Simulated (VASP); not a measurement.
Set up this calculation in VASP 6.6.1, as the native input.

```yaml
Task: single point
Functional: PBE
Potentials_or_basis: VASP PAW PBE potentials, release 64 (Ta_pv, W_sv)
Cutoff: 400 eV
k_mesh: 13 × 13 × 1
Occupations: fermi-dirac, width 0.1 eV
Spin: no spin polarisation
Dipole_correction: yes
Further_INCAR_settings: ALGO = Normal; EDIFF = 1e-06; NBANDS = 25; NELMDL = -8
```

The structure of Ta2W (Ta (110), 3 layers) lies in POSCAR:

```
Ta2W
1.0
    2.8752873597      0.0000000000      0.0000000000
   -0.9584291199      2.7108469199      0.0000000000
    0.0000000000      0.0000000000     20.6953000000
Ta W
2 1
Direct
    0.0000000000      0.0000000000      0.3903954831
    0.0000000000      0.0000000000      0.6096045260
    0.5000000000      0.5000000000      0.4999999909
```

These files were run (other wordings do the same):

INCAR

```
SYSTEM = Ta2W
PREC = Accurate ; ENCUT = 400
EDIFF = 1E-6 ; ISMEAR = -1
SIGMA = 0.1 ; LREAL = .FALSE.
LASPH = .TRUE. ; NELM = 120
ALGO = Normal ; ISIF = 2
LWAVE = .FALSE. ; LCHARG = .FALSE.
LDIPOL = .TRUE. ; IDIPOL = 3
DIPOL = 0.5 0.5 0.500 ; GGA = PE
NBANDS = 25 ; GGA_COMPAT = .FALSE.
NELMDL = -8
```

KPOINTS

```
regular mesh
0
G
  13 13 1
  0 0 0
```

Potentials or basis: VASP PAW PBE potentials, release 64 (Ta_pv, W_sv).

The run is started by

```bash
$ cat potpaw_PBE.64/Ta_pv/POTCAR potpaw_PBE.64/W_sv/POTCAR > POTCAR
$ mpirun -np 1 vasp_std > vasp.out
```

It gave:

| Quantity | Value |
| --- | --- |
| Largest force | 0.625 eV/Å |
| Band gap on the k mesh | zero (band 18 reaches 0.42 eV, above the bottom of band 19 at -1.17 eV) |

Caveat: spin-orbit coupling is left out, which moves the levels of the heavy elements.

Wall time 110 s on 1 thread of Intel(R) Xeon(R) 6975P-C (Granite Rapids), on a shared host, peak memory 0.29 GiB.
